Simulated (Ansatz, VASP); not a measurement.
**One calculation of TiO2, two programs**

```
CELL_PARAMETERS angstrom
5.37257 0.00000 0.00000
0.00000 5.37256 0.00000
-2.82982 0.00000 4.84957
ATOMIC_POSITIONS crystal
Ti 0.50000 0.38058 0.25000
Ti 0.50000 0.61942 0.75000
Ti 0.00000 0.88058 0.25000
Ti 0.00000 0.11942 0.75000
O 0.20401 0.86917 0.66254
O 0.79599 0.13083 0.33746
O 0.79599 0.86917 0.83746
O 0.20401 0.13083 0.16254
O 0.70401 0.36917 0.66254
O 0.29599 0.63083 0.33746
O 0.29599 0.36917 0.83746
O 0.70401 0.63083 0.16254
```

Change from the starting cell: shear of c along a, cell held, atoms relaxed: -3.0 %.

Alike in both runs: functional PBE; k mesh 6 × 6 × 6; occupations gaussian, width 0.02 eV; no spin polarisation.

Ansatz relaxed the structure, and its values are those at the end. VASP's run is a single point on that final structure, the one shown.

```csv
,VASP,Ansatz
version,VASP 6.6.1,Ansatz 0.2.0
potentials or method,"VASP PAW PBE potentials, release 64 (Ti_sv, O), cutoff 520 eV","scalar-relativistic, plane waves, PAW"
valence electrons in the cell,96,96
```

Ansatz gave:

* gap on the k mesh at the Fermi level (eV): 2.13
* least direct gap on the mesh (eV): 2.18
* pressure (GPa): -0.1
* rms of the force components (eV/Å): 0.003

Task: What did VASP give for the same quantities?

Result: gap on the k mesh at the Fermi level (eV): 2.11; least direct gap on the mesh (eV): 2.16; pressure (GPa): 0.6; rms of the force components (eV/Å): 0.010.

Ansatz's warnings: stress scf threshold loose.
